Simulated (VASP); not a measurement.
# Al4Si in VASP: single point with LDA

Aim: the single point of Al4Si with LDA.

Everything below comes from runs of VASP 6.6.1. Logs are shortened: lines on timing, memory, paths and dates and some standing lists are left out, and cuts for length are marked.

## 1. The cell of the first run

The cell holds a slab with vacuum, 5 atoms: a = 2.817 Å, b = 3.983 Å, c = 21.633 Å, α = 90.00°, β = 90.00°, γ = 90.00°.

## 2. Single point, LDA

Contents of INCAR:

```
PREC     = Accurate       # precision mode
ENCUT    = 520            # plane-wave cutoff, eV
EDIFF    = 1E-6           # SCF threshold, eV
ISMEAR   = -1             # smearing method
SIGMA    = 0.08           # smearing width, eV
LREAL    = F              # projectors in reciprocal space
LASPH    = T              # aspherical terms in the spheres
NELM     = 80             # most SCF steps
ALGO     = Normal         # electronic algorithm
ISIF     = 2              # what is computed and relaxed
LWAVE    = F              # write WAVECAR
LCHARG   = F              # write CHGCAR
LDIPOL   = T            
IDIPOL   = 3            
DIPOL    = 0.5 0.5 0.500
NBANDS   = 16             # bands
```

Contents of KPOINTS:

```
regular mesh
0
Gamma
  14 10 1
```

Contents of POSCAR:

```
Al4Si
1.0
    2.8165331402      0.0000000000      0.0000000000
    0.0000000000      3.9831793658      0.0000000000
    0.0000000000      0.0000000000     21.6331000000
Si Al
1 4
Direct
    0.0000000000      0.0000000000      0.3733999872
    0.5000000000      0.5000000000      0.4349024041
    0.0000000000      0.0000000000      0.5000000000
    0.5000000000      0.5000000000      0.5650975959
    0.0000000000      0.0000000000      0.6266000129
```

Potentials or basis: VASP PAW LDA potentials, release 64 (Si, Al).

Command:

```sh
> cat potpaw_LDA.64/Si/POTCAR potpaw_LDA.64/Al/POTCAR > POTCAR
> mpirun -np 1 vasp_std > vasp.out
```

OUTCAR:

```text
PREC = Accurate
   ENCUT = 520
   EDIFF = 1E-6
   ISMEAR = -1
   LREAL = F
   LASPH = T
   NELM = 80
   ISIF = 2

 ion  position               nearest neighbor table
   1  0.000  0.000  0.373-   3 2.74   2 2.78   2 2.78   2 2.78   2 2.78
   2  0.500  0.500  0.435-   1 2.78   1 2.78   1 2.78   1 2.78   4 2.82   3 2.82   3 2.82   3 2.82
                             3 2.82
   3  0.000  0.000  0.500-   1 2.74   5 2.74   4 2.82   2 2.82   2 2.82   4 2.82   2 2.82   4 2.82
                             2 2.82   4 2.82
   4  0.500  0.500  0.565-   5 2.78   5 2.78   5 2.78   5 2.78   2 2.82   3 2.82   3 2.82   3 2.82
                             3 2.82
   5  0.000  0.000  0.627-   3 2.74   4 2.78   4 2.78   4 2.78   4 2.78

  LATTYP: Found a simple orthorhombic cell.
 ALAT       =     2.8165331402
 B/A-ratio  =     1.4142135624
 C/A-ratio  =     7.6807546452

  Lattice vectors:

 A1 = (   2.8165331402,   0.0000000000,   0.0000000000)
 A2 = (   0.0000000000,   3.9831793658,   0.0000000000)
 A3 = (   0.0000000000,   0.0000000000,  21.6331000000)

Analysis of symmetry for initial positions (statically):
=====================================================================
 Subroutine PRICEL returns:
 Original cell was already a primitive cell.

 Routine SETGRP: Setting up the symmetry group for a
 simple orthorhombic supercell.

 Subroutine GETGRP returns: Found  4 space group operations
 (whereof  4 operations were pure point group operations)
 out of a pool of  8 trial point group operations.

The static configuration has the point symmetry C_2v.

Analysis of symmetry for dynamics (positions and initial velocities):
=====================================================================
 Subroutine PRICEL returns:
 Original cell was already a primitive cell.

 Routine SETGRP: Setting up the symmetry group for a
 simple orthorhombic supercell.

 Subroutine GETGRP returns: Found  4 space group operations
 (whereof  4 operations were pure point group operations)
 out of a pool of  8 trial point group operations.

The dynamic configuration has the point symmetry C_2v.

 Subroutine INISYM returns: Found  4 space group operations
 (whereof  4 operations are pure point group operations),
 and found     1 'primitive' translations

----------------------------------------------------------------------------------------

                                     Primitive cell

  volume of cell :     242.6965

[... 104 lines left out ...]
   PSTRESS=    0.0 pullay stress
   NELECT =      16.0000    total number of electrons
   NUPDOWN=      -1.0000    fix difference up-down
   EMIN   =  10.00;   EMAX   =-10.00  energy-range for DOS
   EFERMI =   0.00;   METHOD = LEGACY
   ISMEAR =    -1;   SIGMA  =   0.08  broadening in eV -4-tet -1-fermi 0-gaus
   EFERMI_NEDOS =   21; number of points for ismear=-14 and -15
   IALGO  =     38    algorithm
   IMIX   =      4    mixing-type and parameters
     AMIX     =   0.40;   BMIX     =  1.00
     AMIX_MAG =   1.60;   BMIX_MAG =  1.00
  volume/ion in A,a.u.               =      48.54       327.56
  Fermi-wavevector in a.u.,A,eV,Ry     =   0.661343  1.249758  5.950849  0.437375
  Thomas-Fermi vector in A             =   1.734073
   LORBIT       =      0    0 simple, 1 ext, 2 COOP (PROOUT), +10 PAW based schemes
   GGA     = CA    functional components
   LHFCALC =     F    Hartree Fock is set to
   AEXX    =    0.0000 exact exchange contribution
   IVDW    =     0    specifies the selected vdW correction
   LEPSILON=     F    determine dielectric tensor
   LRPA    =     F    only Hartree local field effects (RPA)
 non-spin polarized calculation
  energy-cutoff  :      520.00
  volume of cell :      242.70
 maximum number of plane-waves:      6566
 NGX is ok and might be reduce to    24
   NGX = 11   NGY = 15   NGZ = 81

 dipolmoment           0.000000      0.000000      0.035300 electrons x Angstroem

 number of electron      16.0000001 magnetization

 dipolmoment           0.000000      0.000000     -0.030628 electrons x Angstroem

 Free energy of the ion-electron system (eV)
  ---------------------------------------------------
  ext. energy  EPLUGINS =         0.00000000
  ---------------------------------------------------
  free energy    TOTEN  =       -20.83923633 eV

  energy without entropy =      -20.77985034  energy(sigma->0) =      -20.80954333

 E-fermi :  -0.1695     XC(G=0):  -4.3964

 val. band max:       -0.1749599073   @ k =   0.5000   0.3000   0.0000
 cond. band min:      -0.1620210960   @ k =   0.2143   0.2000   0.0000
 fundamental gap:      0.0129388113
 Fermi energy:        -0.1695090036

 k-point     1 :       0.0000    0.0000    0.0000
  band No.  band energies     occupation
      1     -11.4551      2.00000
      2      -9.9307      2.00000
      3      -7.1905      2.00000
      4      -4.1206      2.00000
      5      -2.9885      2.00000
      6      -1.5794      2.00000
[... 433 lines left out ...]
      3      -5.4146      2.00000
      4      -4.6519      2.00000
      5      -2.5717      2.00000
      6      -2.5522      2.00000
[... 8 lines left out ...]
     15       3.8489      0.00000
     16       4.8620      0.00000

 [... further k-points ...]

------------------------ aborting loop because EDIFF is reached ----------------------------------------

 vacuum level on the upper side and lower side of the slab       (xc-potential included)        -0.264         0.150

  FORCE on cell =-STRESS in cart. coord.  units (eV):
  Direction    XX          YY          ZZ          XY          YZ          ZX
  --------------------------------------------------------------------------------------
  -------------------------------------------------------------------------------------
  Total       -1.8326218     -2.2925385     -1.4657317      0.0000000      0.0000000      0.0000000
  in kB      -12.0981773    -15.1343486     -9.6761271      0.0000000      0.0000000      0.0000000
  external PRESSURE =     -12.3028843 kB  Pullay stress =       0.0000000 kB

 VOLUME and BASIS-vectors are now :
 -----------------------------------------------------------------------------
  energy-cutoff  :      520.00
  volume of cell :      242.70
      direct lattice vectors                 reciprocal lattice vectors
     2.816533140  0.000000000  0.000000000     0.355046417  0.000000000  0.000000000
     0.000000000  3.983179366  0.000000000     0.000000000  0.251055729  0.000000000
     0.000000000  0.000000000 21.633100000     0.000000000  0.000000000  0.046225460

 POSITION                                       TOTAL-FORCE (eV/Angst)
 -----------------------------------------------------------------------------------
      0.00000      0.00000      8.07780         0.000000      0.000000      0.799610
      1.40827      1.99159      9.40829         0.000000      0.000000     -0.568798
      0.00000      0.00000     10.81655         0.000000      0.000000     -0.180652
      1.40827      1.99159     12.22481         0.000000      0.000000     -0.048547
      0.00000      0.00000     13.55530         0.000000      0.000000     -0.001613
 -----------------------------------------------------------------------------------
    total drift:                               -0.000000     -0.000000     -0.000019

  FREE ENERGIE OF THE ION-ELECTRON SYSTEM (eV)
  ---------------------------------------------------
  free  energy   TOTEN  =       -20.8392363325 eV

  energy  without entropy=      -20.7798503367  energy(sigma->0) =      -20.80954333

 vacuum level on the upper side and lower side of the slab         3.967         4.415
```

Wall time 2 min (1 thread of Intel Xeon 6975P-C (Granite Rapids), shared host); peak memory 0.36 GiB.

Results:

```yaml
Free_energy: -20.8392 eV
Largest_force: 0.800 eV/Å
Band_gap_on_the_k_mesh: zero (bands 8 and 9 overlap by 2.14 eV)
```

Forces on the atoms (eV/Å):
```
Si   0.000  0.000  0.800
Al   0.000  0.000 -0.569
Al   0.000  0.000 -0.181
Al   0.000  0.000 -0.049
Al   0.000  0.000 -0.002
```
